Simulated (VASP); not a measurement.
Wanted: the native input for a VASP 6.6.1 run.

| Item | Value |
| --- | --- |
| Task | single point |
| Functional | PBE |
| Potentials or basis | VASP PAW PBE potentials, release 64 (Cd, Te) |
| Cutoff | 500 eV |
| k mesh | 4 × 4 × 4 |
| Occupations | methfessel-paxton, width 0.2 eV |
| Spin | no spin polarisation |
| Dipole correction | no |
| Further INCAR settings | ALGO = Normal; EDIFF = 1e-06; NBANDS = 16 |

The structure of CdTe lies in POSCAR:

```
CdTe
1.0
    0.0000000000      3.2799551172      3.2799551172
    3.2799551172      0.0000000000      3.2799551172
    3.2799551172      3.2799551172      0.0000000000
Cd Te
1 1
Direct
    0.0000000000      0.0000000000      0.0000000000
    0.2500000000      0.2500000000      0.2500000000
```

These files were run (other wordings do the same):

INCAR

```
  PREC = Accurate
  ENCUT = 500
  EDIFF = 1E-6
  ISMEAR = 1
  SIGMA = 0.2
  LREAL = False
  LASPH = True
  NELM = 120
  ALGO = Normal
  ISIF = 2
  LWAVE = False
  LCHARG = False
  GGA = PE
  NBANDS = 16
  GGA_COMPAT = False
```

KPOINTS

```
regular mesh
0
Gamma
  4 4 4
```

Potentials or basis: VASP PAW PBE potentials, release 64 (Cd, Te).

Command:

```console
$ cat potpaw_PBE.64/Cd/POTCAR potpaw_PBE.64/Te/POTCAR > POTCAR
$ mpirun -np 1 vasp_std > vasp.out
```

It gave:

- Pressure: 1.3 GPa
- Band gap on the k mesh: 0.65 eV, direct

Caveat: spin-orbit coupling is left out, which moves the levels of the heavy elements.

Wall time 35 s on 1 thread of AMD EPYC 7R13 (shared host), peak memory 0.17 GiB.
